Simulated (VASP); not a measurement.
Cs2Au:

```xyz
3
Lattice="0.0000 4.0300 4.0300 4.0300 0.0000 4.0300 4.0300 4.0300 0.0000" Properties=species:S:1:pos:R:3 pbc="T T T"
Cs    0.0000    0.0000    0.0000
Cs    2.0150    2.0150    2.0150
Au    6.0450    6.0450    6.0450
```

The cell was generated, and may not be a known phase.

```yaml
Program: VASP 6.6.1
Task: relaxation of cell and atoms
Functional: PBE
Potentials_or_basis: VASP PAW PBE potentials, release 64 (Cs_sv, Au_sv_GW)
Cutoff: 540 eV
k_mesh: 4 × 4 × 4
Occupations: gaussian, width 0.1 eV
Spin: no spin polarisation
```

At the start: pressure 2.4 GPa; volume 43.63 Å³/atom.

Question: How do energy, volume and symmetry change on relaxing?

Answer: Over 4 steps the energy falls by 54.4 meV/atom and the volume is 52.42 Å³/atom (+20.1 %); space group F-43m (No. 216, to 0.1 Å) before and after.

Step by step:
| step | energy change (eV) | largest force (eV/Å) | pressure (GPa) | volume (Å³) |
| --- | --- | --- | --- | --- |
| 1 | 0.0000 | 0.0000 | 2.45 | 130.90 |
| 2 | -0.1313 | 0.0000 | 0.90 | 143.93 |
| 3 | -0.1578 | 0.0000 | -0.29 | 162.37 |
| 4 | -0.1633 | 0.0000 | -0.05 | 157.27 |

Final structure:
```xyz
3
Lattice="0.0000 4.2842 4.2842 4.2842 0.0000 4.2842 4.2842 4.2842 0.0000" Properties=species:S:1:pos:R:3 pbc="T T T"
Cs    0.0000    0.0000    0.0000
Cs    2.1421    2.1421    2.1421
Au    6.4263    6.4263    6.4263
```

Caveat: the volume moved by over 15 % at a fixed basis, so the end points are rough.
